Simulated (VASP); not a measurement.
**KCl: single point with PBE**

Crystal: KCl.

```xyz
2
Lattice="0.0000 3.0373 3.0373 3.0373 0.0000 3.0373 3.0373 3.0373 0.0000" Properties=species:S:1:pos:R:3 pbc="T T T"
K     0.0000    0.0000    0.0000
Cl    3.0373    3.0373    3.0373
```

This cell differs from its parent crystal: Li replaced by K, lengths x 1.196, strained.

```
Program             : VASP 6.6.1
Task                : single point
Functional          : PBE
Potentials or basis : VASP PAW PBE potentials, release 64 (K_sv, Cl)
Cutoff              : 500 eV
k mesh              : 6 × 6 × 6
Occupations         : gaussian, width 0.02 eV
Spin                : no spin polarisation
```

The pressure is 3.5 GPa and the band gap on the k mesh is 5.58 eV.

Levels at points of the mesh, in eV from the valence-band top:
```tsv
k point	band 4	band 5	band 6	band 7	band 8	band 9	band 10	band 11	band 12	band 13
(0.00, 0.00, 0.00)	-10.42	-10.42	0.00	0.00	0.00	5.58	8.42	8.42	8.42	9.35
(0.50, 0.00, 0.00)	-10.43	-10.10	-1.25	-0.42	-0.42	7.90	9.02	10.87	10.87	11.79
(0.50, 0.50, 0.00)	-10.50	-10.50	-0.72	-0.24	-0.24	6.42	8.85	10.43	10.72	11.06
```

Wall time 9.4 s on 1 thread of Intel(R) Xeon(R) Platinum 8375C CPU @ 2.90GHz (Ice Lake), with other jobs on the host, peak memory 0.17 GiB.

Caveat: the cell differs from its parent crystal (Li replaced by K, lengths x 1.196, strained); the cell stands under pressure.
